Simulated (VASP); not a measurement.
Write the native input for VASP 6.6.1 that does the following.

- Task: single point
- Functional: LDA
- Potentials or basis: VASP PAW LDA potentials, release 64 (Ni_sv_GW, O)
- Cutoff: 700 eV
- k mesh: 8 × 8 × 8
- Occupations: gaussian, width 0.05 eV
- Spin: collinear spin, zero start
- Starting moments: [0.0, 0.0] μB
- Fixed moment: 0 μB
- Hubbard terms: Ni d U = 6.0 eV, J = 0.9 eV
- Dipole correction: no
- LDAUTYPE: 1
- Hund's J: 0.9
- Further INCAR settings: ALGO = Normal; EDIFF = 1e-06; NBANDS = 23

The structure of NiO lies in POSCAR:

```
NiO
1.0
    0.0000000000      2.0913095100      2.0913095100
    2.0913095100      0.0000000000      2.0913095100
    2.0913095100      2.0913095100      0.0000000000
Ni O
1 1
Direct
    0.0000000000      0.0000000000      0.0000000000
    0.5000000000      0.5000000000      0.5000000000
```

The input as run:

INCAR

```
PREC = Accurate ; ENCUT = 700
EDIFF = 1E-6 ; ISMEAR = 0
SIGMA = 0.05 ; LREAL = F
LASPH = T ; NELM = 200
ALGO = Normal ; ISIF = 2
LWAVE = F ; LCHARG = F
ISPIN = 2 ; MAGMOM = 0 0
LORBIT = 11 ; NUPDOWN = 0.0
LMAXMIX = 4 ; LDAU = T
LDAUTYPE = 1 ; LDAUL = 2 -1
LDAUU = 6 0 ; LDAUJ = 0.9 0
LDAUPRINT = 1 ; GGA = CA
NBANDS = 23 ; GGA_COMPAT = F
```

KPOINTS

```
regular mesh
0
Gamma
  8 8 8
```

Potentials or basis: VASP PAW LDA potentials, release 64 (Ni_sv_GW, O).

Launch:

```console
$ cat potpaw_LDA.64/Ni_sv_GW/POTCAR potpaw_LDA.64/O/POTCAR > POTCAR
$ mpirun -np 1 vasp_std > vasp.out
```

Results of the run:

The pressure is -22.8 GPa. The net moment is 0.00 μB per cell. The valence electrons inside the program's atomic spheres are Ni 16.26; O 4.90.

Caveat: the cell stands under tension; the total moment is fixed, so each spin has its own Fermi level.

It took 24 s on 1 thread of AMD EPYC 9R45 96-Core Processor (Zen 5), on a shared host, peak memory 0.15 GiB.
